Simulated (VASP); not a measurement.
A run of VASP 6.6.1 is set up as follows.

File INCAR:

```
PREC = Accurate
ENCUT = 520
EDIFF = 1E-7
ISMEAR = -1
SIGMA = 0.052
LREAL = False
LASPH = True
NELM = 80
ALGO = Normal
ISIF = 2
LWAVE = False
LCHARG = True
GGA = PS
LELF = True
LVHAR = True
NBANDS = 27
```

The input KPOINTS:

```
Automatic mesh
0
Gamma
  4 4 4
```

POSCAR

```
MgIn2N2
1.0
    1.6554710000      0.9557870000      7.7068240000
   -1.6554710000      0.9557870000      7.7068240000
    0.0000000000     -1.9115740000      7.7068240000
Mg In N
1 2 2
Direct
   -0.0428815317      0.0386257856     -0.0046650492
    0.4433909820      0.4240520748      0.4476414708
    0.5838865389      0.5478097970      0.5605493933
    0.3351268877      0.2266332928      0.2621076022
    0.7206666080      0.7418025868      0.6916985920
```

Potentials or basis: VASP PAW PBE potentials, release 64 (Mg, In_d, N).

Launch:

```sh
$ cat potpaw_PBE.64/Mg/POTCAR potpaw_PBE.64/In_d/POTCAR potpaw_PBE.64/N/POTCAR > POTCAR
$ mpirun -np 1 vasp_std > vasp.out
```

Task: Predict the largest force.

Result: 2.021 eV/Å.

Task: Predict the pressure.

Result: 1.3 GPa.

Stress tensor (GPa, compression positive):
```
 2.13 -2.93 -1.56
-2.93  1.08  1.08
-1.56  1.08  0.63
```

Caveat: the k points lie up to 0.55 Å⁻¹ apart; the atoms stand as in a frame of molecular dynamics; the PAW data sets were made with another functional, which shifts forces and pressure a little.
